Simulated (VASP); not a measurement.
Set up this calculation in VASP 6.6.1, as the native input.

| Quantity | Value |
| --- | --- |
| Task | dielectric tensor |
| Functional | r2SCAN |
| Potentials or basis | VASP PAW PBE potentials, release 64 (Sn_d, O) |
| Cutoff | 520 eV |
| k mesh | 4 × 4 × 6 |
| Occupations | gaussian, width 0.01 eV |
| Spin | no spin polarisation |
| Dipole correction | no |
| Further INCAR settings | ALGO = Normal; EDIFF = 1e-08 |

The structure of SnO2 lies in POSCAR:

```
SnO2
1.0
    4.7605737245      0.0000000000      0.0000000000
    0.0000000000      4.7605737245      0.0000000000
    0.0000000000      0.0000000000      3.2000802711
Sn O
2 4
Direct
    0.0000000000      0.0000000000      0.0000000000
    0.5000000000      0.5000000000      0.5000000000
    0.3058781125      0.3058781125      0.0000000000
    0.1941218875      0.8058781125      0.5000000000
    0.8058781125      0.1941218875      0.5000000000
    0.6941218875      0.6941218875      0.0000000000
```

The input as run:

INCAR

```
SYSTEM = SnO2
PREC     = Accurate       ! precision mode
ENCUT    = 520            ! plane-wave cutoff, eV
EDIFF    = 1E-8           ! SCF threshold, eV
ISMEAR   = 0              ! smearing method
SIGMA    = 0.01           ! smearing width, eV
LREAL    = .False.        ! projectors in reciprocal space
LASPH    = .True.         ! aspherical terms in the spheres
NELM     = 60             ! most SCF steps
ALGO     = Normal         ! electronic algorithm
ISIF     = 2              ! what is computed and relaxed
LWAVE    = .False.        ! write WAVECAR
LCHARG   = .False.        ! write CHGCAR
METAGGA  = R2SCAN         ! meta-GGA
LMIXTAU  = .True.       
LCALCEPS = .True.
```

KPOINTS

```
Automatic mesh
0
Gamma
  4 4 6
  0 0 0
```

Potentials or basis: VASP PAW PBE potentials, release 64 (Sn_d, O).

Launch:

```bash
$ cat potpaw_PBE.64/Sn_d/POTCAR potpaw_PBE.64/O/POTCAR > POTCAR
$ mpirun -np 1 vasp_std > vasp.out
```

Results of the run:

```json
{"Band gap on the k mesh": "1.79 eV", "Electronic dielectric tensor (diagonal)": "3.87, 3.87, 4.20", "Born charges (mean of the diagonal)": "Sn +4.20; O -2.10 e"}
```

Caveat: the structure was generated, so it needn't be the stable form of SnO2; spin-orbit coupling is left out, which moves the levels of the heavy elements.

Wall time 100 min on 1 thread of Oxide Virtual Turin-like Processor, with other jobs on the host, peak memory 0.4 GiB.
